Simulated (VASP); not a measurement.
# AsPb4 (Im-3m) in VASP: a series of runs

AsPb4 is run at these levels: PBE; tasks: single point.

All numbers are computed with VASP 6.6.1; they aren't measurements. Logs are shortened: lines on timing, memory, paths and dates and some standing lists are left out, and cuts for length are marked.

### Step 1. The cell of the first run

Symmetry: Im-3m, No. 229, cubic system. The conventional cell has a = 6.555 Å, b = 6.555 Å, c = 6.555 Å, α = 90.00°, β = 90.00°, γ = 90.00°. As (site symmetry m-3m) has 8 Pb at 2.84 Å within 3.7 Å. Pb (site symmetry -3m) has 2 As at 2.84 Å and 6 Pb at 3.28 Å within 3.7 Å.

The cell was built from a structure type or drawn by symmetry, and may not be a known phase.

### Step 2. Single point, PBE

File INCAR:

```
PREC = Accurate
ENCUT = 520
EDIFF = 1E-6
ISMEAR = 0
SIGMA = 0.1
LREAL = F
LASPH = T
NELM = 80
ALGO = Normal
ISIF = 2
LWAVE = F
LCHARG = F
GGA = PE
NBANDS = 38
```

File KPOINTS:

```
regular mesh
0
Gamma
  4 4 4
```

File POSCAR:

```
AsPb4
1.0
   -3.2775118600      3.2775118600      3.2775118600
    3.2775118600     -3.2775118600      3.2775118600
    3.2775118600      3.2775118600     -3.2775118600
As Pb
1 4
Direct
    0.0000000000      0.0000000000      0.0000000000
    0.5000000000      0.5000000000      0.5000000000
    0.5000000000      0.0000000000      0.0000000000
    0.0000000000      0.0000000000      0.5000000000
    0.0000000000      0.5000000000      0.0000000000
```

Potentials or basis: VASP PAW PBE potentials, release 64 (As, Pb_d).

On the command line:

```bash
cat potpaw_PBE.64/As/POTCAR potpaw_PBE.64/Pb_d/POTCAR > POTCAR
mpirun -np 1 vasp_std > vasp.out
```

OUTCAR:

```text
PREC = Accurate
   ENCUT = 520
   EDIFF = 1E-6
   ISMEAR = 0
   LREAL = F
   LASPH = T
   NELM = 80
   ISIF = 2
   GGA = PE

 ion  position               nearest neighbor table
   1  0.000  0.000  0.000-   2 2.84   3 2.84   4 2.84   5 2.84   4 2.84   5 2.84   3 2.84   2 2.84

   2  0.500  0.500  0.500-   1 2.84   1 2.84   4 3.28   5 3.28   3 3.28   5 3.28   4 3.28   3 3.28

   3  0.500  0.000  0.000-   1 2.84   1 2.84   4 3.28   5 3.28   2 3.28   2 3.28   4 3.28   5 3.28

   4  0.000  0.000  0.500-   1 2.84   1 2.84   3 3.28   5 3.28   2 3.28   5 3.28   3 3.28   2 3.28

   5  0.000  0.500  0.000-   1 2.84   1 2.84   3 3.28   4 3.28   2 3.28   4 3.28   2 3.28   3 3.28

  LATTYP: Found a body centered cubic cell.
 ALAT       =     6.5550237200

  Lattice vectors:

 A1 = (  -3.2775118600,   3.2775118600,   3.2775118600)
 A2 = (   3.2775118600,  -3.2775118600,   3.2775118600)
 A3 = (   3.2775118600,   3.2775118600,  -3.2775118600)

Analysis of symmetry for initial positions (statically):
=====================================================================
 Subroutine PRICEL returns:
 Original cell was already a primitive cell.

 Routine SETGRP: Setting up the symmetry group for a
 body centered cubic supercell.

 Subroutine GETGRP returns: Found 48 space group operations
 (whereof 48 operations were pure point group operations)
 out of a pool of 48 trial point group operations.

The static configuration has the point symmetry O_h .

Analysis of symmetry for dynamics (positions and initial velocities):
=====================================================================
 Subroutine PRICEL returns:
 Original cell was already a primitive cell.

 Routine SETGRP: Setting up the symmetry group for a
 body centered cubic supercell.

 Subroutine GETGRP returns: Found 48 space group operations
 (whereof 48 operations were pure point group operations)
 out of a pool of 48 trial point group operations.

The dynamic configuration has the point symmetry O_h .

 Subroutine INISYM returns: Found 48 space group operations
 (whereof 48 operations are pure point group operations),
 and found     1 'primitive' translations

----------------------------------------------------------------------------------------

                                     Primitive cell

  volume of cell :     140.8292

  direct lattice vectors                    reciprocal lattice vectors
    -3.277511860  3.277511860  3.277511860     0.000000000  0.152554749  0.152554749
     3.277511860 -3.277511860  3.277511860     0.152554749  0.000000000  0.152554749
     3.277511860  3.277511860 -3.277511860     0.152554749  0.152554749  0.000000000

  length of vectors
     5.676817064  5.676817064  5.676817064     0.215744995  0.215744995  0.215744995

  position of ions in fractional coordinates (direct lattice)
     0.000000000  0.000000000  0.000000000
     0.500000000  0.500000000  0.500000000
     0.500000000  0.000000000  0.000000000
     0.000000000  0.000000000  0.500000000
     0.000000000  0.500000000  0.000000000

  ion indices of the primitive-cell ions
   primitive index   ion index
                 1           1
                 2           2
                 3           3
                 4           4
                 5           5

----------------------------------------------------------------------------------------

 KPOINTS: regular mesh

Automatic generation of k-mesh.
 Grid dimensions read from file:
 generate k-points for:    4    4    4

 Generating k-lattice:

  Cartesian coordinates                     Fractional coordinates (reciprocal lattice)
     0.000000000  0.038138687  0.038138687     0.250000000  0.000000000  0.000000000
     0.038138687  0.000000000  0.038138687     0.000000000  0.250000000  0.000000000
     0.038138687  0.038138687  0.000000000     0.000000000  0.000000000  0.250000000

  Length of vectors
     0.053936249  0.053936249  0.053936249

  Shift w.r.t. Gamma in fractional coordinates (k-lattice)
     0.000000000  0.000000000  0.000000000

 Subroutine IBZKPT returns following result:
 ===========================================

 Found      8 irreducible k-points:

 Following reciprocal coordinates:
            Coordinates               Weight
  0.000000  0.000000  0.000000      1.000000
  0.250000  0.000000  0.000000     12.000000
  0.500000  0.000000  0.000000      6.000000
  0.250000  0.250000  0.000000     24.000000
  0.250000  0.250000  0.250000      2.000000
 -0.250000  0.250000  0.250000      6.000000
  0.500000  0.500000  0.250000     12.000000
  0.500000  0.500000  0.500000      1.000000
   k-points           NKPTS =      8   k-points in BZ     NKDIM =      8   number of bands    NBANDS=     38
   number of dos      NEDOS =    301   number of ions     NIONS =      5
   total plane-waves  NPLWV =  74088
   dimension x,y,z NGX =    42 NGY =   42 NGZ =   42
   dimension x,y,z NGXF=    84 NGYF=   84 NGZF=   84
   ions per type =               1   4
   NGX,Y,Z   is equivalent  to a cutoff of  12.30, 12.30, 12.30 a.u.
   NGXF,Y,Z  is equivalent  to a cutoff of  24.60, 24.60, 24.60 a.u.
 SYSTEM =  unknown system
   PREC   = accura    normal or accurate (medium, high low for compatibility)
   ISTART =      0    job   : 0-new  1-cont  2-samecut
   ICHARG =      2    charge: 1-file 2-atom 10-const
   ISPIN  =      1    spin polarized calculation?
   LNONCOLLINEAR =      F non collinear calculations
   LSORBIT =      F    spin-orbit coupling
   LASPH  =      T    aspherical Exc in radial PAW
   ENCUT  =  520.0 eV  38.22 Ry    6.18 a.u.  10.56 10.56 10.56*2*pi/ulx,y,z
   NELM   =     80;   NELMIN=  2; NELMDL= -5     # of ELM steps
   EDIFF  = 0.1E-05   stopping-criterion for ELM
   LREAL  =      F    real-space projection
   EDIFFG = 0.1E-04   stopping-criterion for IOM
   NSW    =      0    number of steps for IOM
   IBRION =     -1    ionic relax: 0-MD 1-quasi-New 2-CG
   NFREE  =      0    steps in history (QN), initial steepest desc. (CG)
   ISIF   =      2    stress and relaxation
   ISYM   =      2    0-nonsym 1-usesym 2-fastsym
   POTIM  = 0.5000    time-step for ionic-motion
   TEBEG  =    0.0;   TEEND  =   0.0 temperature during run
   PSTRESS=    0.0 pullay stress
   NELECT =      61.0000    total number of electrons
   NUPDOWN=      -1.0000    fix difference up-down
   EMIN   =  10.00;   EMAX   =-10.00  energy-range for DOS
   EFERMI =   0.00;   METHOD = LEGACY
   ISMEAR =     0;   SIGMA  =   0.10  broadening in eV -4-tet -1-fermi 0-gaus
   EFERMI_NEDOS =   21; number of points for ismear=-14 and -15
   IALGO  =     38    algorithm
   IMIX   =      4    mixing-type and parameters
     AMIX     =   0.40;   BMIX     =  1.00
     AMIX_MAG =   1.60;   BMIX_MAG =  1.00
  volume/ion in A,a.u.               =      28.17       190.07
  Fermi-wavevector in a.u.,A,eV,Ry     =   1.238665  2.340737 20.875294  1.534291
  Thomas-Fermi vector in A             =   2.373181
   LORBIT       =      0    0 simple, 1 ext, 2 COOP (PROOUT), +10 PAW based schemes
   GGA     = PE    functional components
   LHFCALC =     F    Hartree Fock is set to
   AEXX    =    0.0000 exact exchange contribution
   IVDW    =     0    specifies the selected vdW correction
   LEPSILON=     F    determine dielectric tensor
   LRPA    =     F    only Hartree local field effects (RPA)
 non-spin polarized calculation
 Gauss-broadening in eV      SIGMA  =   0.10
  energy-cutoff  :      520.00
  volume of cell :      140.83
 maximum number of plane-waves:      3830
   NGX = 21   NGY = 21   NGZ = 21

 number of electron      60.9999988 magnetization

 Free energy of the ion-electron system (eV)
  ---------------------------------------------------
  ext. energy  EPLUGINS =         0.00000000
  ---------------------------------------------------
  free energy    TOTEN  =       -16.59907116 eV

  energy without entropy =      -16.56397907  energy(sigma->0) =      -16.58152512

 E-fermi :   7.0952     XC(G=0): -10.0672

 val. band max:        7.0420252798   @ k =   0.5000   0.0000   0.0000
 cond. band min:       7.1169033917   @ k =   0.2500   0.2500   0.0000
 fundamental gap:      0.0748781119
 Fermi energy:         7.0951663185

 k-point     1 :       0.0000    0.0000    0.0000
  band No.  band energies     occupation
      1     -10.4350      2.00000
      2     -10.2927      2.00000
      3     -10.2927      2.00000
      4     -10.0946      2.00000
      5     -10.0946      2.00000
      6     -10.0850      2.00000
[... 30 lines left out ...]
     37      13.2367      0.00000
     38      14.4583      0.00000

 k-point     2 :       0.2500    0.0000    0.0000
  band No.  band energies     occupation
      1     -10.3428      2.00000
      2     -10.2571      2.00000
      3     -10.2026      2.00000
      4     -10.1132      2.00000
      5     -10.0622      2.00000
      6     -10.0470      2.00000
[... 30 lines left out ...]
     37      11.9444      0.00000
     38      12.0075      0.00000

 k-point     3 :       0.5000    0.0000    0.0000
  band No.  band energies     occupation
      1     -10.1986      2.00000
      2     -10.1854      2.00000
      3     -10.1706      2.00000
      4     -10.0822      2.00000
      5     -10.0015      2.00000
      6      -9.9901      2.00000
[... 30 lines left out ...]
     37      11.8629      0.00000
     38      12.8125      0.00000

 k-point     4 :       0.2500    0.2500    0.0000
  band No.  band energies     occupation
      1     -10.2099      2.00000
      2     -10.1873      2.00000
      3     -10.0952      2.00000
      4     -10.0892      2.00000
      5     -10.0573      2.00000
      6     -10.0301      2.00000
[... 30 lines left out ...]
     37      11.6724      0.00000
     38      11.7056      0.00000

 k-point     5 :       0.2500    0.2500    0.2500
  band No.  band energies     occupation
      1     -10.1307      2.00000
      2     -10.0050      2.00000
      3     -10.0050      2.00000
      4     -10.0050      2.00000
      5      -9.9642      2.00000
      6      -9.9642      2.00000
[... 30 lines left out ...]
     37      11.4617      0.00000
     38      11.5756      0.00000

 k-point     6 :      -0.2500    0.2500    0.2500
  band No.  band energies     occupation
      1     -10.2769      2.00000
      2     -10.2754      2.00000
      3     -10.1470      2.00000
      4     -10.1470      2.00000
      5     -10.0959      2.00000
      6     -10.0429      2.00000
[... 30 lines left out ...]
     37      11.6933      0.00000
     38      12.6038      0.00000

 k-point     7 :       0.5000    0.5000    0.2500
  band No.  band energies     occupation
      1     -10.2257      2.00000
      2     -10.2253      2.00000
      3     -10.1719      2.00000
      4     -10.1653      2.00000
      5     -10.1246      2.00000
      6     -10.0859      2.00000
[... 30 lines left out ...]
     37      11.7352      0.00000
     38      12.0011      0.00000

 k-point     8 :       0.5000    0.5000    0.5000
  band No.  band energies     occupation
      1     -10.2613      2.00000
      2     -10.2613      2.00000
      3     -10.2613      2.00000
      4     -10.1491      2.00000
      5     -10.1491      2.00000
      6     -10.1491      2.00000
[... 30 lines left out ...]
     37      12.5263      0.00000
     38      13.6237      0.00000

------------------------ aborting loop because EDIFF is reached ----------------------------------------

  FORCE on cell =-STRESS in cart. coord.  units (eV):
  Direction    XX          YY          ZZ          XY          YZ          ZX
  --------------------------------------------------------------------------------------
  -------------------------------------------------------------------------------------
  Total       10.2952768     10.2952768     10.2952768      0.0000000      0.0000000      0.0000000
  in kB      117.1266724    117.1266724    117.1266724      0.0000000      0.0000000      0.0000000
  external PRESSURE =     117.1266724 kB  Pullay stress =       0.0000000 kB

 VOLUME and BASIS-vectors are now :
 -----------------------------------------------------------------------------
  energy-cutoff  :      520.00
  volume of cell :      140.83
      direct lattice vectors                 reciprocal lattice vectors
    -3.277511860  3.277511860  3.277511860     0.000000000  0.152554749  0.152554749
     3.277511860 -3.277511860  3.277511860     0.152554749  0.000000000  0.152554749
     3.277511860  3.277511860 -3.277511860     0.152554749  0.152554749  0.000000000

 POSITION                                       TOTAL-FORCE (eV/Angst)
 -----------------------------------------------------------------------------------
      0.00000      0.00000      0.00000         0.000000      0.000000      0.000000
      1.63876      1.63876      1.63876         0.000000      0.000000     -0.000000
     -1.63876      1.63876      1.63876        -0.000000     -0.000000     -0.000000
      1.63876      1.63876     -1.63876        -0.000000     -0.000000     -0.000000
      1.63876     -1.63876      1.63876        -0.000000      0.000000      0.000000
 -----------------------------------------------------------------------------------
    total drift:                               -0.000000     -0.000000      0.000000

  FREE ENERGIE OF THE ION-ELECTRON SYSTEM (eV)
  ---------------------------------------------------
  free  energy   TOTEN  =       -16.5990711625 eV

  energy  without entropy=      -16.5639790741  energy(sigma->0) =      -16.58152512
```

Run time: 39 s. Hardware: 1 thread of Intel Xeon 6975P-C (Granite Rapids), shared host; peak memory 0.26 GiB.

What came out:

- Free energy: -16.5991 eV
- Pressure: 11.7 GPa
- Band gap on the k mesh: zero (an odd number of electrons rules out a gap without spin polarisation)

Levels at points of the mesh, in eV from the Fermi level:
```tsv
k point	band 28	band 29	band 30	band 31	band 32	band 33
(0.00, 0.00, 0.00)	-5.26	-2.08	-2.08	-2.08	2.76	2.76
(0.50, 0.00, 0.00)	-1.32	-1.28	-0.11	-0.05	0.33	1.22
(0.50, 0.50, 0.50)	-0.68	-0.68	-0.68	0.19	0.19	0.19
```

Caveat: the cell stands under pressure; spin-orbit coupling is left out, which moves the levels of the heavy elements.

[end of part 1 of 2]
